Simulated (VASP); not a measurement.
# Bi (C2/m) in VASP: settings compared

Bi is run at these levels: LDA, revPBE+D3(BJ), PBEsol, revPBE+D4, BLYP+D3(BJ); tasks: single point.

All numbers are computed with VASP 6.6.1; they aren't measurements. Logs are shortened: lines on timing, memory, paths and dates and some standing lists are left out, and cuts for length are marked.

### 1 The cell of the first run

The structure is monoclinic, space group C2/m (No. 12). Conventional cell: a = 6.895 Å, b = 6.003 Å, c = 3.313 Å, α = 90.00°, β = 112.97°, γ = 90.00°. Within 4.1 Å of Bi (site symmetry m) lie 9 Bi at 3.15 to 4.03 Å.

### 2 Single point, LDA

The input, INCAR:

```
SYSTEM = Bi
  PREC = Accurate
  ENCUT = 520
  EDIFF = 1E-6
  ISMEAR = -1
  SIGMA = 0.05
  LREAL = .FALSE.
  LASPH = .TRUE.
  NELM = 80
  ALGO = Fast
  ISIF = 2
  LWAVE = .FALSE.
  LCHARG = .FALSE.
  NBANDS = 22
```

The input, KPOINTS:

```
Automatic mesh
0
G
  6 6 9
  0 0 0
```

The input, POSCAR:

```
Bi
1.0
    3.4475587910     -3.0014889539     -0.0267290376
    3.4475587910      3.0014889539     -0.0267290376
   -1.2692653175      0.0000000000      3.0606726929
Bi
2
Direct
    0.7530809911      0.7530809911      0.8385017675
    0.2469190089      0.2469190089      0.1614982325
```

Potentials or basis: VASP PAW LDA potentials, release 64 (Bi_d).

On the command line:

```console
$ cat potpaw_LDA.64/Bi_d/POTCAR > POTCAR
$ mpirun -np 1 vasp_std > vasp.out
```

OUTCAR:

```text
SYSTEM = Bi
   PREC = Accurate
   ENCUT = 520
   EDIFF = 1E-6
   ISMEAR = -1
   LREAL = .FALSE.
   LASPH = .TRUE.
   NELM = 80
   ISIF = 2

 ion  position               nearest neighbor table
   1  0.753  0.753  0.839-   2 3.15   2 3.19   2 3.19   2 3.33   2 3.74   2 3.74
   2  0.247  0.247  0.161-   1 3.15   1 3.19   1 3.19   1 3.33   1 3.74   1 3.74

  LATTYP: Found a base centered monoclinic cell.
 ALAT       =     6.8953248100
 B/A-ratio  =     0.8705866762
 C/A-ratio  =     0.4805313808
 COS(beta)  =    -0.3902179543

  Lattice vectors:

 A1 = (   3.4475587910,  -3.0014889539,  -0.0267290376)
 A2 = (   3.4475587910,   3.0014889539,  -0.0267290376)
 A3 = (  -1.2692653175,   0.0000000000,   3.0606726929)

Analysis of symmetry for initial positions (statically):
=====================================================================
 Subroutine PRICEL returns:
 Original cell was already a primitive cell.

 Routine SETGRP: Setting up the symmetry group for a
 base centered monoclinic supercell.

 Subroutine GETGRP returns: Found  4 space group operations
 (whereof  4 operations were pure point group operations)
 out of a pool of  4 trial point group operations.

The static configuration has the point symmetry C_2h.

Analysis of symmetry for dynamics (positions and initial velocities):
=====================================================================
 Subroutine PRICEL returns:
 Original cell was already a primitive cell.

 Routine SETGRP: Setting up the symmetry group for a
 base centered monoclinic supercell.

 Subroutine GETGRP returns: Found  4 space group operations
 (whereof  4 operations were pure point group operations)
 out of a pool of  4 trial point group operations.

The dynamic configuration has the point symmetry C_2h.

 Subroutine INISYM returns: Found  4 space group operations
 (whereof  4 operations are pure point group operations),
 and found     1 'primitive' translations

----------------------------------------------------------------------------------------

                                     Primitive cell

  volume of cell :      63.1389

  direct lattice vectors                    reciprocal lattice vectors
     3.447558791 -3.001488954 -0.026729038     0.145497963 -0.166583988  0.060338212
     3.447558791  3.001488954 -0.026729038     0.145497963  0.166583988  0.060338212
    -1.269265317  0.000000000  3.060672693     0.002541285  0.000000000  0.327779435

  length of vectors
     4.571139026  4.571139026  3.313419952     0.229260948  0.229260948  0.327789286

  position of ions in fractional coordinates (direct lattice)
     0.753080991  0.753080991  0.838501767
     0.246919009  0.246919009  0.161498233

  ion indices of the primitive-cell ions
   primitive index   ion index
                 1           1
                 2           2

----------------------------------------------------------------------------------------

 KPOINTS: Automatic mesh

Automatic generation of k-mesh.
 Grid dimensions read from file:
 generate k-points for:    6    6    9

 Generating k-lattice:

  Cartesian coordinates                     Fractional coordinates (reciprocal lattice)
     0.024249661 -0.027763998  0.010056369     0.166666667 -0.000000000 -0.000000000
     0.024249661  0.027763998  0.010056369    -0.000000000  0.166666667 -0.000000000
     0.000282365  0.000000000  0.036419937    -0.000000000 -0.000000000  0.111111111

  Length of vectors
     0.038210158  0.038210158  0.036421032

  Shift w.r.t. Gamma in fractional coordinates (k-lattice)
     0.000000000  0.000000000  0.000000000

 Subroutine IBZKPT returns following result:
 ===========================================

 Found     97 irreducible k-points:

 Following reciprocal coordinates:
            Coordinates               Weight
  0.000000  0.000000  0.000000      1.000000
  0.166667  0.000000  0.000000      4.000000
  0.333333 -0.000000 -0.000000      4.000000
  0.500000  0.000000  0.000000      2.000000
  0.166667  0.166667  0.000000      2.000000
  0.333333  0.166667  0.000000      4.000000
[... 16 lines left out ...]
 -0.333333  0.166667  0.111111      4.000000
 -0.166667  0.166667  0.111111      4.000000
 [... further k-points ...]
   k-points           NKPTS =     97   k-points in BZ     NKDIM =     97   number of bands    NBANDS=     22
   number of dos      NEDOS =    301   number of ions     NIONS =      2
   total plane-waves  NPLWV =  36288
   dimension x,y,z NGX =    36 NGY =   36 NGZ =   28
   dimension x,y,z NGXF=    72 NGYF=   72 NGZF=   56
   ions per type =               2
   NGX,Y,Z   is equivalent  to a cutoff of  13.09, 13.09, 14.05 a.u.
   NGXF,Y,Z  is equivalent  to a cutoff of  26.19, 26.19, 28.10 a.u.
 SYSTEM =  Bi
   PREC   = accura    normal or accurate (medium, high low for compatibility)
   ISTART =      0    job   : 0-new  1-cont  2-samecut
   ICHARG =      2    charge: 1-file 2-atom 10-const
   ISPIN  =      1    spin polarized calculation?
   LNONCOLLINEAR =      F non collinear calculations
   LSORBIT =      F    spin-orbit coupling
   LASPH  =      T    aspherical Exc in radial PAW
   ENCUT  =  520.0 eV  38.22 Ry    6.18 a.u.   8.50  8.50  6.16*2*pi/ulx,y,z
   NELM   =     80;   NELMIN=  2; NELMDL= -5     # of ELM steps
   EDIFF  = 0.1E-05   stopping-criterion for ELM
   LREAL  =      F    real-space projection
   EDIFFG = 0.1E-04   stopping-criterion for IOM
   NSW    =      0    number of steps for IOM
   IBRION =     -1    ionic relax: 0-MD 1-quasi-New 2-CG
   NFREE  =      0    steps in history (QN), initial steepest desc. (CG)
   ISIF   =      2    stress and relaxation
   ISYM   =      2    0-nonsym 1-usesym 2-fastsym
   POTIM  = 0.5000    time-step for ionic-motion
   TEBEG  =    0.0;   TEEND  =   0.0 temperature during run
   PSTRESS=    0.0 pullay stress
   NELECT =      30.0000    total number of electrons
   NUPDOWN=      -1.0000    fix difference up-down
   EMIN   =  10.00;   EMAX   =-10.00  energy-range for DOS
   EFERMI =   0.00;   METHOD = LEGACY
   ISMEAR =    -1;   SIGMA  =   0.05  broadening in eV -4-tet -1-fermi 0-gaus
   EFERMI_NEDOS =   21; number of points for ismear=-14 and -15
   IALGO  =     68    algorithm
   IMIX   =      4    mixing-type and parameters
     AMIX     =   0.40;   BMIX     =  1.00
     AMIX_MAG =   1.60;   BMIX_MAG =  1.00
  volume/ion in A,a.u.               =      31.57       213.04
  Fermi-wavevector in a.u.,A,eV,Ry     =   1.277467  2.414063 22.203644  1.631922
  Thomas-Fermi vector in A             =   2.410065
   LORBIT       =      0    0 simple, 1 ext, 2 COOP (PROOUT), +10 PAW based schemes
   GGA     = CA    functional components
   LHFCALC =     F    Hartree Fock is set to
   AEXX    =    0.0000 exact exchange contribution
   IVDW    =     0    specifies the selected vdW correction
   LEPSILON=     F    determine dielectric tensor
   LRPA    =     F    only Hartree local field effects (RPA)
 non-spin polarized calculation
 RMM-DIIS sequential band-by-band and
  energy-cutoff  :      520.00
  volume of cell :       63.14
 maximum number of plane-waves:      1726
 NGX is ok and might be reduce to    36
   NGX = 17   NGY = 17   NGZ = 13

 number of electron      30.0000000 magnetization

 Free energy of the ion-electron system (eV)
  ---------------------------------------------------
  ext. energy  EPLUGINS =         0.00000000
  ---------------------------------------------------
  free energy    TOTEN  =        -9.08179496 eV

  energy without entropy =       -9.07592113  energy(sigma->0) =       -9.07885804

 E-fermi :   7.4613     XC(G=0): -10.3840

 val. band max:        7.3675318572   @ k =  -0.1667  -0.3333   0.2222
 cond. band min:       7.4868675477   @ k =  -0.1667   0.3333   0.1111
 fundamental gap:      0.1193356905
 Fermi energy:         7.4613018024

 k-point     1 :       0.0000    0.0000    0.0000
  band No.  band energies     occupation
      1     -15.5880      2.00000
      2     -15.5167      2.00000
      3     -15.4825      2.00000
      4     -15.4618      2.00000
      5     -15.3799      2.00000
      6     -15.3315      2.00000
[... 14 lines left out ...]
     21      16.1161      0.00000
     22      16.2712      0.00000

 k-point     2 :       0.1667    0.0000    0.0000
  band No.  band energies     occupation
      1     -15.5669      2.00000
      2     -15.5205      2.00000
      3     -15.4905      2.00000
      4     -15.4465      2.00000
      5     -15.3700      2.00000
      6     -15.3302      2.00000
[... 14 lines left out ...]
     21      16.0356      0.00000
     22      16.8072      0.00000

 k-point     3 :       0.3333   -0.0000   -0.0000
  band No.  band energies     occupation
      1     -15.5320      2.00000
      2     -15.5165      2.00000
      3     -15.4927      2.00000
      4     -15.4063      2.00000
      5     -15.3658      2.00000
      6     -15.3258      2.00000
[... 14 lines left out ...]
     21      16.4334      0.00000
     22      17.9275      0.00000

 k-point     4 :       0.5000    0.0000    0.0000
  band No.  band energies     occupation
      1     -15.5347      2.00000
      2     -15.5138      2.00000
      3     -15.4491      2.00000
      4     -15.3920      2.00000
      5     -15.3665      2.00000
      6     -15.3368      2.00000
[... 14 lines left out ...]
     21      16.3360      0.00000
     22      16.4608      0.00000

 k-point     5 :       0.1667    0.1667    0.0000
  band No.  band energies     occupation
      1     -15.5452      2.00000
      2     -15.5185      2.00000
      3     -15.4806      2.00000
      4     -15.4342      2.00000
      5     -15.3777      2.00000
      6     -15.3298      2.00000
[... 14 lines left out ...]
     21      16.4527      0.00000
     22      17.5744      0.00000

 k-point     6 :       0.3333    0.1667    0.0000
  band No.  band energies     occupation
      1     -15.5266      2.00000
      2     -15.5183      2.00000
      3     -15.4571      2.00000
      4     -15.3997      2.00000
      5     -15.3785      2.00000
      6     -15.3302      2.00000
[... 14 lines left out ...]
     21      17.1126      0.00000
     22      17.7169      0.00000

 k-point     7 :       0.5000    0.1667    0.0000
  band No.  band energies     occupation
      1     -15.5377      2.00000
      2     -15.5159      2.00000
      3     -15.4391      2.00000
      4     -15.3775      2.00000
      5     -15.3620      2.00000
      6     -15.3360      2.00000
[... 324 lines left out ...]
      6     -15.3423      2.00000
[... 14 lines left out ...]
     21      16.9349      0.00000
     22      17.5241      0.00000

 k-point    21 :       0.3333    0.1667    0.1111
  band No.  band energies     occupation
      1     -15.5080      2.00000
      2     -15.5016      2.00000
      3     -15.4224      2.00000
      4     -15.3892      2.00000
      5     -15.3842      2.00000
      6     -15.3410      2.00000
[... 14 lines left out ...]
     21      17.2918      0.00000
     22      17.5950      0.00000

 k-point    22 :       0.5000    0.1667    0.1111
  band No.  band energies     occupation
      1     -15.5200      2.00000
      2     -15.5012      2.00000
      3     -15.4535      2.00000
      4     -15.3707      2.00000
      5     -15.3545      2.00000
      6     -15.3314      2.00000
[... 14 lines left out ...]
     21      17.0636      0.00000
     22      17.3574      0.00000

 k-point    23 :      -0.3333    0.1667    0.1111
  band No.  band energies     occupation
      1     -15.5294      2.00000
      2     -15.5007      2.00000
      3     -15.4961      2.00000
      4     -15.4003      2.00000
      5     -15.3420      2.00000
      6     -15.3315      2.00000
[... 14 lines left out ...]
     21      16.3369      0.00000
     22      17.1285      0.00000

 k-point    24 :      -0.1667    0.1667    0.1111
  band No.  band energies     occupation
      1     -15.5476      2.00000
      2     -15.5056      2.00000
      3     -15.4843      2.00000
      4     -15.4269      2.00000
      5     -15.3496      2.00000
      6     -15.3382      2.00000
[... 14 lines left out ...]
     21      16.4723      0.00000
     22      16.7930      0.00000

 [... further k-points ...]

------------------------ aborting loop because EDIFF is reached ----------------------------------------

  FORCE on cell =-STRESS in cart. coord.  units (eV):
  Direction    XX          YY          ZZ          XY          YZ          ZX
  --------------------------------------------------------------------------------------
  -------------------------------------------------------------------------------------
  Total        0.0319674      0.0567054      0.0439696      0.0000000      0.0000000     -0.0033928
  in kB        0.8111875      1.4389251      1.1157477      0.0000000      0.0000000     -0.0860940
  external PRESSURE =       1.1219534 kB  Pullay stress =       0.0000000 kB

 VOLUME and BASIS-vectors are now :
 -----------------------------------------------------------------------------
  energy-cutoff  :      520.00
  volume of cell :       63.14
      direct lattice vectors                 reciprocal lattice vectors
     3.447558791 -3.001488954 -0.026729038     0.145497963 -0.166583988  0.060338212
     3.447558791  3.001488954 -0.026729038     0.145497963  0.166583988  0.060338212
    -1.269265317  0.000000000  3.060672693     0.002541285  0.000000000  0.327779435

 POSITION                                       TOTAL-FORCE (eV/Angst)
 -----------------------------------------------------------------------------------
      4.12830      0.00000      2.52612        -0.000612      0.000000     -0.003862
      1.49755      0.00000      0.48109         0.000612      0.000000      0.003862
 -----------------------------------------------------------------------------------
    total drift:                                0.000000     -0.000000     -0.000000

  FREE ENERGIE OF THE ION-ELECTRON SYSTEM (eV)
  ---------------------------------------------------
  free  energy   TOTEN  =        -9.0817949550 eV

  energy  without entropy=       -9.0759211296  energy(sigma->0) =       -9.07885804
```

Wall time 2.1 min (1 thread of Intel Xeon Platinum 8259CL at 2.50GHz (Skylake/Cascade Lake), shared host); peak memory 0.23 GiB.

Results:

| Quantity | Value |
| --- | --- |
| Free energy | -9.0818 eV |
| Pressure | 0.1 GPa |
| Largest force | 0.004 eV/Å |
| Band gap on the k mesh | zero (bands 15 and 16 overlap by 4.65 eV) |

Forces in eV/Å, atoms in the order of the input:
```
Bi  -0.001  0.000 -0.004
Bi   0.001  0.000  0.004
```

Caveat: spin-orbit coupling is left out, which moves the levels of the heavy elements.

### 3 Single point, revPBE+D3(BJ)

This run uses another cell than the first one, of 31.88 Å³/atom.

The input, INCAR:

```
PREC = Accurate
ENCUT = 520
EDIFF = 1E-7
ISMEAR = -1
SIGMA = 0.05
LREAL = F
LASPH = T
NELM = 80
ALGO = Fast
ISIF = 2
LWAVE = F
LCHARG = T
GGA = RE
IVDW = 12
LELF = T
LVHAR = T
NBANDS = 22
```

The input, KPOINTS:

```
Automatic mesh
0
Gamma
  6 6 9
```

The input, POSCAR:

```
Bi
1.0
    3.4513847192     -3.0092994311     -0.0246725930
    3.4513847192      3.0092994311     -0.0246725930
   -1.2688120481      0.0000000000      3.0789209648
Bi
2
Direct
    0.7519771960      0.7519771960      0.8332025618
    0.2480228040      0.2480228040      0.1667974382
```

Potentials or basis: VASP PAW PBE potentials, release 64 (Bi_d).

On the command line:

```console
$ cat potpaw_PBE.64/Bi_d/POTCAR > POTCAR
$ mpirun -np 1 vasp_std > vasp.out
```

Run time: 2.9 min. Hardware: 1 thread of Intel Xeon Platinum 8259CL at 2.50GHz (Skylake/Cascade Lake), shared host; peak memory 0.26 GiB.

It converged, with:

- Free energy: -8.7955 eV
- Pressure: -0.1 GPa
- Band gap on the k mesh: zero (bands 15 and 16 overlap by 4.53 eV)
- Dispersion energy per atom: -0.913 eV

Levels at points of the mesh, in eV from the Fermi level:
```
           k point  band 12  band 13  band 14  band 15  band 16  band 17  band 18  band 19
(0.00, 0.00, 0.00)    -9.01    -3.38    -2.92     2.67     3.11     3.93     4.26     4.48
(0.50, 0.00, 0.00)   -11.75    -1.20    -0.97    -0.70    -0.64     3.41     4.38     7.58
(0.50, 0.50, 0.00)   -11.04    -5.36    -5.33     2.59     4.25     5.65     6.28     8.57
```

Caveat: the PAW data sets were made with another functional, which shifts forces and pressure a little; spin-orbit coupling is left out, which moves the levels of the heavy elements.

### 4 Single point, PBEsol

This run uses another cell than the first one, of 32.31 Å³/atom.

The input, INCAR:

```
SYSTEM = Bi
ALGO     = Fast           ! electronic algorithm
EDIFF    = 1E-6           ! SCF threshold, eV
ENCUT    = 520            ! plane-wave cutoff, eV
GGA      = PS             ! functional
ISIF     = 2              ! what is computed and relaxed
ISMEAR   = -1             ! smearing method
LASPH    = .True.         ! aspherical terms in the spheres
LCHARG   = .False.        ! write CHGCAR
LREAL    = .False.        ! projectors in reciprocal space
LWAVE    = .False.        ! write WAVECAR
NBANDS   = 22             ! bands
NELM     = 60             ! most SCF steps
PREC     = Accurate       ! precision mode
SIGMA    = 0.05           ! smearing width, eV
```

The input, KPOINTS:

```
k-points
0
Gamma
  6 6 9
  0 0 0
```

The input, POSCAR:

```
Bi
1.0
    3.4693167783     -3.0236217539     -0.0247625413
    3.4693167783      3.0236217539     -0.0247625413
   -1.2753701746      0.0000000000      3.0890945577
Bi
2
Direct
    0.7531746249      0.7531746249      0.8377253740
    0.2468253751      0.2468253751      0.1622746260
```

On the command line:

```console
$ cat potpaw_PBE.64/Bi_d/POTCAR > POTCAR
$ mpirun -np 1 vasp_std > vasp.out
```

It took 1.9 min on 1 thread of Intel Xeon Platinum 8259CL at 2.50GHz (Skylake/Cascade Lake), shared host; peak memory 0.25 GiB.

It converged, with:

```yaml
Free_energy: -8.5730 eV
Pressure: -0.1 GPa
Band_gap_on_the_k_mesh: zero (bands 15 and 16 overlap by 4.55 eV)
```

Forces on the atoms (eV/Å):
```
Bi   0.002  0.000 -0.001
Bi  -0.002  0.000  0.001
```

Levels at points of the mesh, in eV from the Fermi level:
| k point | band 11 | band 12 | band 13 | band 14 | band 15 | band 16 | band 17 | band 18 | band 19 | band 20 |
| --- | --- | --- | --- | --- | --- | --- | --- | --- | --- | --- |
| (0.00, 0.00, 0.00) | -13.47 | -9.03 | -3.32 | -2.85 | 2.67 | 3.07 | 3.94 | 4.23 | 4.40 | 6.95 |
| (0.50, 0.00, 0.00) | -11.88 | -11.67 | -1.21 | -0.97 | -0.66 | -0.62 | 3.38 | 4.36 | 7.58 | 8.62 |
| (0.50, 0.50, 0.00) | -11.49 | -11.01 | -5.26 | -5.25 | 2.63 | 4.16 | 5.55 | 6.18 | 8.60 | 10.06 |

Caveat: the PAW data sets were made with another functional, which shifts forces and pressure a little; spin-orbit coupling is left out, which moves the levels of the heavy elements.

[end of part 1 of 2]
